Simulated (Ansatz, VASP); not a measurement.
**Two plane-wave programs on TaSiF**

File INCAR:

```
SYSTEM = TaSiF
  PREC = Accurate
  ENCUT = 600
  EDIFF = 1E-7
  ISMEAR = 0
  SIGMA = 0.1
  LREAL = .False.
  LASPH = .True.
  NELM = 80
  ALGO = Normal
  ISIF = 3
  LWAVE = .False.
  LCHARG = .False.
  GGA = PE
  IBRION = 2
  NSW = 90
  EDIFFG = -0.04
```

Contents of KPOINTS:

```
regular mesh
0
Gamma
  6 6 4
  0 0 0
```

POSCAR

```
TaSiF
1.0
    3.3115206000      0.0000000000      0.0000000000
    0.0000000000      3.3115206000      0.0000000000
    0.0000000000      0.0000000000      4.3045210900
Ta Si F
1 1 1
Direct
    0.0000000000      0.0000000000      0.5000000000
    0.5000000000      0.5000000000      0.5000000000
    0.0000000000      0.0000000000      0.0000000000
```

Input for Ansatz:

```yaml
crystal:
  lattice:
    - [3.3115206, 0.0, 0.0]
    - [0.0, 3.3115206, 0.0]
    - [0.0, 0.0, 4.30452109]
  atoms:
    - { symbol: Ta, position: [0.0, 0.0, 0.5] }
    - { symbol: Si, position: [0.5, 0.5, 0.5] }
    - { symbol: F, position: [0.0, 0.0, 0.0] }
basis:
  ecutwfc: 420
kpoints:
  mp_grid: { grid: [6, 6, 4] }
hamiltonian:
  xc: pbe
scf:
  occupations: { method: gaussian, width: 0.1 }
  lower_state_search: "off"
output:
  forces: true
  stress: true
  eigenvalues: true
relax:
  adjacent_minimum: "off"
  f_tol: 0.04
  max_steps: 70
  cell: { stress_tol: 0.4 }
```

Alike in both runs: task relaxation of cell and atoms; functional PBE; k mesh 6 × 6 × 4; occupations gaussian, width 0.1 eV; no spin polarisation.

|  | VASP | Ansatz |
| --- | --- | --- |
| version | VASP 6.6.1 | Ansatz 0.2.0 |
| potentials or method | VASP PAW PBE potentials, release 64 (Ta_pv, Si, F), cutoff 600 eV | scalar-relativistic, plane waves, PAW |
| valence electrons in the cell | 22 | 24 |

VASP gave:

```
gap on the k mesh at the Fermi level, each at its own relaxed structure (eV) : none
relaxed volume (Å³/atom)                                                     : 17.64
relaxed length of the cell vector where the two differ most in proportion (Å)              : 4.148
```

Problem. Which values does Ansatz return?

Solution. gap on the k mesh at the Fermi level, each at its own relaxed structure (eV): none; relaxed volume (Å³/atom): 17.64; relaxed length of the cell vector where the two differ most in proportion (Å): 4.143.

A gap of «none» marks a metal or a gap that the smearing closes. VASP's potentials hold 22 valence electrons a cell and Ansatz's 24, so a difference there can come from the potentials and not from the codes.

The k mesh is coarse, so the values compare programs but aren't converged. Spin-orbit coupling is off throughout.
